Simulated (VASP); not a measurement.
**Re: single point with PBE**

Crystal: Re.

```
Re
1.0
     0.00000    1.91162    2.11903
     1.91162    0.00000    2.11903
     1.91162    1.91162    0.00000
Re
1
Cartesian
  0.0000 0.0000 0.0000
```

This cell differs from its parent crystal: volume 15.487 Å^3 an atom, c/a of the conventional cell 1.1085.

| Item | Value |
| --- | --- |
| Program | VASP 6.6.1 |
| Task | single point |
| Functional | PBE |
| Potentials or basis | VASP PAW PBE potentials, release 64 (Re) |
| Cutoff | 520 eV |
| k mesh | 10 × 10 × 10 |
| Occupations | gaussian, width 0.15 eV |
| Spin | no spin polarisation |
| Dipole correction | no |
| Further INCAR settings | ALGO = Normal; EDIFF = 1e-07; NBANDS = 10 |

- Pressure: -9.9 GPa

Stress tensor (GPa, compression positive):
```
 -0.97   0.00   0.00
  0.00  -0.97   0.00
  0.00   0.00 -27.73
```

Levels at points of the mesh, in eV from the Fermi level:
| k point | band 1 | band 2 | band 3 | band 4 | band 5 | band 6 | band 7 |
| --- | --- | --- | --- | --- | --- | --- | --- |
| (0.00, 0.00, 0.00) | -9.81 | -2.74 | -1.25 | -1.25 | 0.01 | 2.07 | 14.00 |
| (0.50, 0.00, 0.00) | -6.54 | -2.70 | -1.25 | 0.13 | 3.12 | 3.78 | 9.33 |
| (0.50, 0.50, 0.00) | -6.53 | -5.52 | 1.25 | 3.61 | 4.06 | 4.06 | 10.43 |
| (0.50, 0.00, 0.50) | -6.40 | -5.56 | 3.16 | 3.28 | 3.31 | 4.99 | 10.71 |

Wall time 13 s on 1 thread of Intel Xeon 6975P-C (shared host), peak memory 0.14 GiB.

Caveat: spin-orbit coupling is left out, which moves the levels of the heavy elements.
